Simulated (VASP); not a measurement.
A run of VASP 6.6.1 is set up as follows.

File INCAR:

```
PREC = Accurate ; ENCUT = 520
EDIFF = 1E-6 ; ISMEAR = 0
SIGMA = 0.05 ; LREAL = False
LASPH = True ; NELM = 100
ALGO = Normal ; ISIF = 2
LWAVE = False ; LCHARG = False
GGA = PS ; NBANDS = 11
```

File KPOINTS:

```
regular mesh
0
Gamma
  10 10 10
```

POSCAR

```
BeS
1.0
    0.0000000000      2.4410903990      2.2895239157
    2.2895239157      0.0000000000      2.2895239157
    2.2895239157      2.4410903990      0.0000000000
Be S
1 1
Direct
    0.0000000000      0.0000000000      0.0000000000
    0.7500000000      0.7500000000      0.7500000000
```

Potentials or basis: VASP PAW PBE potentials, release 64 (Be, S).

Command:

```console
$ cat potpaw_PBE.64/Be/POTCAR potpaw_PBE.64/S/POTCAR > POTCAR
$ mpirun -np 1 vasp_std > vasp.out
```

Q: Estimate the pressure.

A: 12.0 GPa.

Q: What does it give for the band gap on the k mesh?

A: 2.34 eV, indirect (least direct gap 5.40 eV).

Stress tensor (GPa, compression positive):
```
14.39  0.00  0.00
 0.00  7.15  0.00
 0.00  0.00 14.39
```

Caveat: the PAW data sets were made with another functional, which shifts forces and pressure a little. A k mesh can miss the band edges.
